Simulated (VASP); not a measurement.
# GeMo3Pt (P6_3/mmc) in VASP: relaxation of cell and atoms with PBE

Aim: the relaxation of cell and atoms of GeMo3Pt with PBE.

Everything below comes from runs of VASP 6.6.1. Logs are shortened: lines on timing, memory, paths and dates and some standing lists are left out, and cuts for length are marked.

### 1 The cell of the first run

The structure is hexagonal, space group P6_3/mmc (No. 194). Conventional cell: a = 6.310 Å, b = 6.310 Å, c = 4.898 Å, α = 90.00°, β = 90.00°, γ = 120.00°. Ge (site symmetry -3m) has 2 Ge at 2.45 Å and 6 Mo at 2.54 Å within 3.2 Å. Within 3.4 Å of Mo (site symmetry mm2) lie 6 Mo at 2.45 to 3.31 Å and 2 Ge at 2.54 Å and 4 Pt at 2.83 to 3.18 Å. Pt (site symmetry -6m2) has 12 Mo at 2.83 to 3.18 Å and 6 Ge at 3.84 Å within 3.9 Å.

The cell was generated, and may not be a known phase.

### 2 Relaxation of cell and atoms, PBE

File INCAR:

```
  PREC = Accurate
  ENCUT = 600
  EDIFF = 1E-7
  ISMEAR = 0
  SIGMA = 0.1
  LREAL = F
  LASPH = T
  NELM = 60
  ALGO = Fast
  ISIF = 3
  LWAVE = F
  LCHARG = F
  GGA = PE
  IBRION = 2
  NSW = 100
  EDIFFG = -0.01
```

File KPOINTS:

```
regular mesh
0
Gamma
  6 6 6
```

File POSCAR:

```
GeMo3Pt
1.0
    6.3103470814      0.0000000000      0.0000000000
   -3.1551735407      5.4649208792      0.0000000000
    0.0000000000      0.0000000000      4.8979272271
Ge Mo Pt
2 6 2
Direct
    0.0000000000      0.0000000000      0.0000000000
    0.0000000000      0.0000000000      0.5000000000
    0.2036841635      0.4073683270      0.2500000000
    0.7963158365      0.2036841635      0.7500000000
    0.5926316730      0.7963158365      0.2500000000
    0.7963158365      0.5926316730      0.7500000000
    0.2036841635      0.7963158365      0.2500000000
    0.4073683270      0.2036841635      0.7500000000
    0.3333333333      0.6666666667      0.7500000000
    0.6666666667      0.3333333333      0.2500000000
```

Potentials or basis: VASP PAW PBE potentials, release 64 (Ge_d, Mo_sv, Pt).

Started as:

```console
cat potpaw_PBE.64/Ge_d/POTCAR potpaw_PBE.64/Mo_sv/POTCAR potpaw_PBE.64/Pt/POTCAR > POTCAR
mpirun -np 1 vasp_std > vasp.out
```

OUTCAR:

```text
PREC = Accurate
   ENCUT = 600
   EDIFF = 1E-7
   ISMEAR = 0
   LREAL = F
   LASPH = T
   NELM = 60
   ISIF = 3
   GGA = PE
   IBRION = 2
   NSW = 100
   EDIFFG = -0.01

 ion  position               nearest neighbor table
   1  0.000  0.000  0.000-   2 2.45   2 2.45   5 2.54   7 2.54   8 2.54   4 2.54   6 2.54   3 2.54

   2  0.000  0.000  0.500-   1 2.45   1 2.45   5 2.54   7 2.54   8 2.54   4 2.54   6 2.54   3 2.54

   3  0.204  0.407  0.250-   5 2.45   7 2.45   1 2.54   2 2.54   9 2.83   9 2.83  10 3.18  10 3.18
                             4 3.31   8 3.31   4 3.31   8 3.31
   4  0.796  0.204  0.750-   8 2.45   6 2.45   1 2.54   2 2.54  10 2.83  10 2.83   9 3.18   9 3.18
                             3 3.31   3 3.31   5 3.31   5 3.31
   5  0.593  0.796  0.250-   7 2.45   3 2.45   1 2.54   2 2.54   9 2.83   9 2.83  10 3.18  10 3.18
                             6 3.31   6 3.31   4 3.31   4 3.31
   6  0.796  0.593  0.750-   4 2.45   8 2.45   1 2.54   2 2.54  10 2.83  10 2.83   9 3.18   9 3.18
                             5 3.31   5 3.31   7 3.31   7 3.31
   7  0.204  0.796  0.250-   5 2.45   3 2.45   1 2.54   2 2.54   9 2.83   9 2.83  10 3.18  10 3.18
                             6 3.31   6 3.31   8 3.31   8 3.31
   8  0.407  0.204  0.750-   4 2.45   6 2.45   1 2.54   2 2.54  10 2.83  10 2.83   9 3.18   9 3.18
                             3 3.31   3 3.31   7 3.31   7 3.31
   9  0.333  0.667  0.750-   7 2.83   7 2.83   5 2.83   5 2.83   3 2.83   3 2.83   6 3.18   8 3.18
                             4 3.18   4 3.18   6 3.18   8 3.18
  10  0.667  0.333  0.250-   4 2.83   4 2.83   8 2.83   8 2.83   6 2.83   6 2.83   3 3.18   5 3.18
                             7 3.18   7 3.18   3 3.18   5 3.18

  LATTYP: Found a hexagonal cell.
 ALAT       =     6.3103470814
 C/A-ratio  =     0.7761739828

  Lattice vectors:

 A1 = (   6.3103470814,   0.0000000000,   0.0000000000)
 A2 = (  -3.1551735407,   5.4649208792,   0.0000000000)
 A3 = (   0.0000000000,   0.0000000000,   4.8979272271)

Analysis of symmetry for initial positions (statically):
=====================================================================
 Subroutine PRICEL returns:
 Original cell was already a primitive cell.

 Routine SETGRP: Setting up the symmetry group for a
 hexagonal supercell.

 Subroutine GETGRP returns: Found 24 space group operations
 (whereof 12 operations were pure point group operations)
 out of a pool of 24 trial point group operations.

The static configuration has the point symmetry D_3d.
 The point group associated with its full space group is D_6h.

Analysis of symmetry for dynamics (positions and initial velocities):
=====================================================================
 Subroutine PRICEL returns:
 Original cell was already a primitive cell.

 Routine SETGRP: Setting up the symmetry group for a
 hexagonal supercell.

 Subroutine GETGRP returns: Found 24 space group operations
 (whereof 12 operations were pure point group operations)
 out of a pool of 24 trial point group operations.
[... 149 lines left out ...]
 conjugate gradient relaxation of ions
 non-spin polarized calculation
 RMM-DIIS sequential band-by-band and
 Gauss-broadening in eV      SIGMA  =   0.10
  energy-cutoff  :      600.00
  volume of cell :      168.91
 maximum number of plane-waves:      5696
   NGX = 25   NGY = 25   NGZ = 19

--------------------------------------- Ionic step        1  -------------------------------------------

 number of electron     132.0000038 magnetization

 Free energy of the ion-electron system (eV)
  ---------------------------------------------------
  ext. energy  EPLUGINS =         0.00000000
  ---------------------------------------------------
  free energy    TOTEN  =       -83.23930016 eV

  energy without entropy =      -83.20675819  energy(sigma->0) =      -83.22302917

 E-fermi :  10.0391     XC(G=0): -12.6000

 val. band max:       10.0357893090   @ k =   0.3333   0.3333   0.3333
 cond. band min:      10.0439774818   @ k =   0.0000   0.0000   0.0000
 fundamental gap:      0.0081881729
 Fermi energy:        10.0390830920

 k-point     1 :       0.0000    0.0000    0.0000
  band No.  band energies     occupation
      1     -50.9871      2.00000
      2     -50.9659      2.00000
      3     -50.7156      2.00000
      4     -50.7156      2.00000
      5     -50.7061      2.00000
      6     -50.7061      2.00000
[... 1933 lines left out ...]
     77      12.5235      0.00000
     78      12.6795      0.00000

 [... further k-points ...]

 [bands above 78 left out]

------------------------ aborting loop because EDIFF is reached ----------------------------------------

  FORCE on cell =-STRESS in cart. coord.  units (eV):
  Direction    XX          YY          ZZ          XY          YZ          ZX
  --------------------------------------------------------------------------------------
  -------------------------------------------------------------------------------------
  Total        0.5128486      0.5128486      1.1893677      0.0000000      0.0000000      0.0000000
  in kB        4.8646356      4.8646356     11.2817705      0.0000000      0.0000000      0.0000000
  external PRESSURE =       7.0036806 kB  Pullay stress =       0.0000000 kB
[... 119 lines left out ...]
--------------------------------------- Ionic step        4  -------------------------------------------

 number of electron     132.0000037 magnetization

 Free energy of the ion-electron system (eV)
  ---------------------------------------------------
  ext. energy  EPLUGINS =         0.00000000
  ---------------------------------------------------
  free energy    TOTEN  =       -83.24249420 eV

  energy without entropy =      -83.21139957  energy(sigma->0) =      -83.22694688

 E-fermi :   9.9946     XC(G=0): -12.5851

 val. band max:        9.9938766964   @ k =   0.3333   0.3333   0.3333
 cond. band min:      10.0234358196   @ k =   0.3333   0.1667   0.0000
 fundamental gap:      0.0295591233
 Fermi energy:         9.9946287722

 k-point     1 :       0.0000    0.0000    0.0000
  band No.  band energies     occupation
      1     -51.0300      2.00000
      2     -51.0091      2.00000
      3     -50.7643      2.00000
      4     -50.7643      2.00000
      5     -50.7549      2.00000
      6     -50.7549      2.00000
[... 1933 lines left out ...]
     77      12.4527      0.00000
     78      12.4528      0.00000

 [... further k-points ...]

 [bands above 78 left out]

------------------------ aborting loop because EDIFF is reached ----------------------------------------

  FORCE on cell =-STRESS in cart. coord.  units (eV):
  Direction    XX          YY          ZZ          XY          YZ          ZX
  --------------------------------------------------------------------------------------
  -------------------------------------------------------------------------------------
  Total       -0.0433966     -0.0433966      0.0359414     -0.0000000      0.0000000      0.0000000
  in kB       -0.4104638     -0.4104638      0.3399496     -0.0000000      0.0000000      0.0000000
  external PRESSURE =      -0.1603260 kB  Pullay stress =       0.0000000 kB
[... 25 lines left out ...]
  FREE ENERGIE OF THE ION-ELECTRON SYSTEM (eV)
  ---------------------------------------------------
  free  energy   TOTEN  =       -83.2424941984 eV

  energy  without entropy=      -83.2113995703  energy(sigma->0) =      -83.22694688

 reached required accuracy - stopping structural energy minimisation
```

CONTCAR:

```text
GeMo3Pt
   1.00000000000000
     6.3078403999114752    0.0000000000000000    0.0000000000000000
    -3.1539201999557376    5.4627500293517297    0.0000000000000000
     0.0000000000000000    0.0000000000000000    4.9158585723438453
  Ge              Mo              Pt
     2     6     2
Direct
     0.0000000000000000    1.0000000000000000    0.0000000000000000
     0.0000000000000000    1.0000000000000000    0.5000000000000000
     0.2033753935053909    0.4067507870107818    0.2500000000000000
     0.7966246064946092    0.2033753935053909    0.7500000000000000
     0.5932492129892183    0.7966246064946092    0.2500000000000000
     0.7966246064946092    0.5932492129892183    0.7500000000000000
     0.2033753935053909    0.7966246064946092    0.2500000000000000
     0.4067507870107818    0.2033753935053909    0.7500000000000000
     0.3333333332999970    0.6666666667000030    0.7500000000000000
     0.6666666667000030    0.3333333332999970    0.2500000000000000

  0.00000000E+00  0.00000000E+00  0.00000000E+00
  0.00000000E+00  0.00000000E+00  0.00000000E+00
  0.00000000E+00  0.00000000E+00  0.00000000E+00
  0.00000000E+00  0.00000000E+00  0.00000000E+00
  0.00000000E+00  0.00000000E+00  0.00000000E+00
  0.00000000E+00  0.00000000E+00  0.00000000E+00
  0.00000000E+00  0.00000000E+00  0.00000000E+00
  0.00000000E+00  0.00000000E+00  0.00000000E+00
  0.00000000E+00  0.00000000E+00  0.00000000E+00
  0.00000000E+00  0.00000000E+00  0.00000000E+00
```

Run time: 69 min. Hardware: 1 thread of Oxide Virtual Turin-like, shared host; peak memory 0.54 GiB.

What came out:

| Quantity | Value |
| --- | --- |
| Free energy | -83.2425 eV |
| Relaxed volume | 16.94 Å³/atom |
| Relaxed cell | a = 6.308 Å, b = 6.308 Å, c = 4.916 Å, α = 90.00°, β = 90.00°, γ = 120.00° |
| Space group after relaxing (to 0.1 Å) | P6_3/mmc (No. 194) |
| Energy gained by relaxing | 0.3 meV/atom |
| Ionic steps | 4 |
| Pressure after relaxing | 0.0 GPa |
| Largest force after relaxing | 0.007 eV/Å |
| Band gap on the k mesh | zero (bands 66 and 67 overlap by 1.31 eV) |

Forces in eV/Å, atoms in the order of the input:
```
Ge   0.000  0.000  0.000
Ge   0.000  0.000  0.000
Mo   0.000 -0.007  0.000
Mo   0.006 -0.004  0.000
Mo   0.006  0.004  0.000
Mo   0.000  0.007  0.000
Mo  -0.006  0.004  0.000
Mo  -0.006 -0.004  0.000
Pt   0.000  0.000  0.000
Pt   0.000  0.000  0.000
```

The path:
```
step  energy change (eV)  largest force (eV/Å)  pressure (GPa)  volume (Å³)
   1              0.0000                0.1134            0.70       168.91
   2              0.0046                0.1386           -1.61       170.72
   3             -0.0023                0.0193           -0.16       169.57
   4             -0.0032                0.0070           -0.02       169.39
```

Final structure:
```yaml
crystal:
  lattice:
    - [6.30784, 0.00000, 0.00000]
    - [-3.15392, 5.46275, 0.00000]
    - [0.00000, 0.00000, 4.91586]
  atoms:
    - { symbol: Ge, position: [0.00000, 0.00000, 0.00000] }
    - { symbol: Ge, position: [0.00000, 0.00000, 0.50000] }
    - { symbol: Mo, position: [0.20338, 0.40675, 0.25000] }
    - { symbol: Mo, position: [0.79662, 0.20338, 0.75000] }
    - { symbol: Mo, position: [0.59325, 0.79662, 0.25000] }
    - { symbol: Mo, position: [0.79662, 0.59325, 0.75000] }
    - { symbol: Mo, position: [0.20338, 0.79662, 0.25000] }
    - { symbol: Mo, position: [0.40675, 0.20338, 0.75000] }
    - { symbol: Pt, position: [0.33333, 0.66667, 0.75000] }
    - { symbol: Pt, position: [0.66667, 0.33333, 0.25000] }
```

Caveat: spin-orbit coupling is left out, which moves the levels of the heavy elements.

The gap in the log of VASP goes by the Fermi energy; the results here count the filled bands.